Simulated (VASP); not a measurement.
Write the native input for VASP 6.6.1 that does the following.

| Item | Value |
| --- | --- |
| Task | single point |
| Functional | LDA |
| Potentials or basis | VASP PAW LDA potentials, release 64 (Nb_sv) |
| Cutoff | 520 eV |
| k mesh | 9 × 9 × 9 |
| Occupations | fermi-dirac, width 0.1 eV |
| Spin | no spin polarisation |
| Dipole correction | no |
| Further INCAR settings | ALGO = Normal; EDIFF = 1e-06; NBANDS = 12 |

The structure of Nb lies in POSCAR:

```
Nb
1.0
    1.5154265301      1.5154265301      1.5154265301
   -1.5154265301      1.5154265301      1.5154265301
   -1.5154265301     -1.5154265301      1.5154265301
Nb
1
Direct
    0.0000000000      0.0000000000      0.0000000000
```

One way to write it, as run:

INCAR

```
SYSTEM = Nb
PREC = Accurate
ENCUT = 520
EDIFF = 1E-6
ISMEAR = -1
SIGMA = 0.1
LREAL = .False.
LASPH = .True.
NELM = 80
ALGO = Normal
ISIF = 2
LWAVE = .False.
LCHARG = .True.
GGA = CA
LELF = .True.
LVHAR = .True.
NBANDS = 12
```

KPOINTS

```
Automatic mesh
0
Gamma
  9 9 9
  0 0 0
```

Potentials or basis: VASP PAW LDA potentials, release 64 (Nb_sv).

Run with:

```bash
$ cat potpaw_LDA.64/Nb_sv/POTCAR > POTCAR
$ mpirun -np 1 vasp_std > vasp.out
```

It gave:

The pressure is 60.0 GPa.

It took 5 s on 1 thread of Intel(R) Xeon(R) Platinum 8375C CPU @ 2.90GHz (Ice Lake), with other jobs on the host, peak memory 0.12 GiB.
